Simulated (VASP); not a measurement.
A run of VASP 6.6.1 is set up as follows.

Contents of POSCAR:

```
Cd3HgS4
1.0
   -2.9452541552      2.9452541552      5.8912555200
    2.9452541552     -2.9452541552      5.8912555200
    2.9452541552      2.9452541552     -5.8912555200
Cd S Hg
3 4 1
Direct
    0.7500000000      0.2500000000      0.5000000000
    0.5000000000      0.5000000000      0.0000000000
    0.2500000000      0.7500000000      0.5000000000
    0.1260023273      0.6221842884      0.0000000000
    0.8739976727      0.8739976727      0.4961819611
    0.6221842884      0.1260023273      0.0000000000
    0.3778157116      0.3778157116      0.5038180389
    0.0000000000      0.0000000000      0.0000000000
```

File INCAR.step1:

```
ALGO     = Normal         # electronic algorithm
EDIFF    = 1E-4           # SCF threshold, eV
ENCUT    = 520            # plane-wave cutoff, eV
GGA      = PE             # functional
ISMEAR   = 0              # smearing method
LASPH    = True           # aspherical terms in the spheres
LCHARG   = False          # write CHGCAR
LREAL    = False          # projectors in reciprocal space
LWAVE    = True           # write WAVECAR
NBANDS   = 46             # bands
NELM     = 80             # most SCF steps
PREC     = Accurate       # precision mode
SIGMA    = 0.01           # smearing width, eV
```

Contents of INCAR.step2:

```
ALGO     = Normal         # electronic algorithm
EDIFF    = 1E-6           # SCF threshold, eV
ENCUT    = 520            # plane-wave cutoff, eV
ISIF     = 2              # what is computed and relaxed
ISMEAR   = 0              # smearing method
ISTART   = 1            
LASPH    = True           # aspherical terms in the spheres
LCHARG   = False          # write CHGCAR
LMIXTAU  = True         
LREAL    = False          # projectors in reciprocal space
LWAVE    = False          # write WAVECAR
METAGGA  = R2SCAN         # meta-GGA
NBANDS   = 46             # bands
NELM     = 80             # most SCF steps
PREC     = Accurate       # precision mode
SIGMA    = 0.01           # smearing width, eV
```

KPOINTS

```
k-points
0
Gamma
  6 6 6
```

Potentials or basis: VASP PAW PBE potentials, release 64 (Cd, S, Hg).

Launch:

```console
$ cat potpaw_PBE.64/Cd/POTCAR potpaw_PBE.64/S/POTCAR potpaw_PBE.64/Hg/POTCAR > POTCAR
$ cp INCAR.step1 INCAR
$ mpirun -np 1 vasp_std > vasp.out
$ cp INCAR.step2 INCAR
$ mpirun -np 1 vasp_std > vasp.out
```

(1) Estimate the band gap on the k mesh.

(2) Predict the pressure.

Answers

(1) 1.07 eV.

(2) 0.3 GPa.

Caveat: the PAW data sets were made with another functional, which shifts forces and pressure a little; spin-orbit coupling is left out, which moves the levels of the heavy elements.
